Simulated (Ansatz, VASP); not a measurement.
# One calculation of Cu, two programs

File INCAR:

```
SYSTEM = Cu
PREC = Accurate ; ENCUT = 600
EDIFF = 1E-6 ; ISMEAR = 0
SIGMA = 0.1 ; LREAL = .FALSE.
LASPH = .TRUE. ; NELM = 120
ALGO = Normal ; ISIF = 2
LWAVE = .FALSE. ; LCHARG = .FALSE.
GGA = PE ; NBANDS = 12
GGA_COMPAT = .FALSE.
```

KPOINTS

```
Automatic mesh
0
G
  12 12 12
  0 0 0
```

Contents of POSCAR:

```
Cu
1.0
    0.0000000000      1.8360000000      1.8360000000
    1.8360000000      0.0000000000      1.8360000000
    1.8360000000      1.8360000000      0.0000000000
Cu
1
Direct
    0.0000000000      0.0000000000      0.0000000000
```

Input for Ansatz:

```yaml
crystal:
  lattice:
    - [0.0, 1.836, 1.836]
    - [1.836, 0.0, 1.836]
    - [1.836, 1.836, 0.0]
  atoms:
    - { symbol: Cu, position: [0.0, 0.0, 0.0] }
hamiltonian:
  xc: pbe
  pseudopotentials: { kind: paw }
basis:
  ecutwfc: 420
kpoints:
  mp_grid: { grid: [12, 12, 12] }
scf:
  occupations: { method: gaussian, width: 0.1 }
  lower_state_search: "off"
output:
  forces: true
  stress: true
```

Alike in both runs: task single point; functional PBE; k mesh 12 × 12 × 12; occupations gaussian, width 0.1 eV; no spin polarisation.

|  | VASP | Ansatz |
| --- | --- | --- |
| version | VASP 6.6.1 | Ansatz 0.2.0 |
| potentials or method | VASP PAW PBE potentials, release 64 (Cu), cutoff 600 eV | PAW, plane waves, scalar-relativistic |
| valence electrons in the cell | 11 | 19 |

```tsv
	VASP	Ansatz	Ansatz less VASP
pressure (GPa)	-4.0	-4.6	-0.60
```

With one functional, cell and mesh, what is left measures potentials, basis and numerics. VASP's potentials hold 11 valence electrons a cell and Ansatz's 19, so a difference there can come from the potentials and not from the codes.
